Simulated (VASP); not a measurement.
Wanted: the native input for a VASP 6.6.1 run.

```yaml
Task: single point
Functional: PBEsol
Potentials_or_basis: VASP PAW PBE potentials, release 64 (Sc_sv, B)
Cutoff: 520 eV
k_mesh: 12 × 12 × 9
Occupations: fermi-dirac, width 0.03 eV
Spin: no spin polarisation
Dipole_correction: no
Further_INCAR_settings: ALGO = Normal; EDIFF = 1e-07; NBANDS = 16
```

The structure of ScB2 lies in POSCAR:

```
ScB2
1.0
    3.1499999905      0.0000000000      0.0000000000
   -1.5749999953      2.7279800137      0.0000000000
    0.0000000000      0.0000000000      3.4848000000
Sc B
1 2
Direct
    0.0000000000      0.0000000000      0.0000000000
    0.3333333333      0.6666666667      0.5000000000
    0.6666666667      0.3333333333      0.5000000000
```

This cell differs from its parent crystal: zz strain of -1 %.

The input as run:

INCAR

```
ALGO = Normal
EDIFF = 1E-7
ENCUT = 520
GGA = PS
ISIF = 2
ISMEAR = -1
LASPH = T
LCHARG = F
LREAL = F
LWAVE = F
NBANDS = 16
NELM = 60
PREC = Accurate
SIGMA = 0.03
```

KPOINTS

```
k-points
0
Gamma
  12 12 9
```

Potentials or basis: VASP PAW PBE potentials, release 64 (Sc_sv, B).

Command:

```console
$ cat potpaw_PBE.64/Sc_sv/POTCAR potpaw_PBE.64/B/POTCAR > POTCAR
$ mpirun -np 1 vasp_std > vasp.out
```

It gave:

```json
{
  "Pressure": "-2.7 GPa"
}
```

Caveat: the cell differs from its parent crystal (zz strain of -1 %); the PAW data sets were made with another functional, which shifts forces and pressure a little.

Wall time 17 s on 1 thread of Intel(R) Xeon(R) 6975P-C (Granite Rapids) (shared host), peak memory 0.17 GiB.
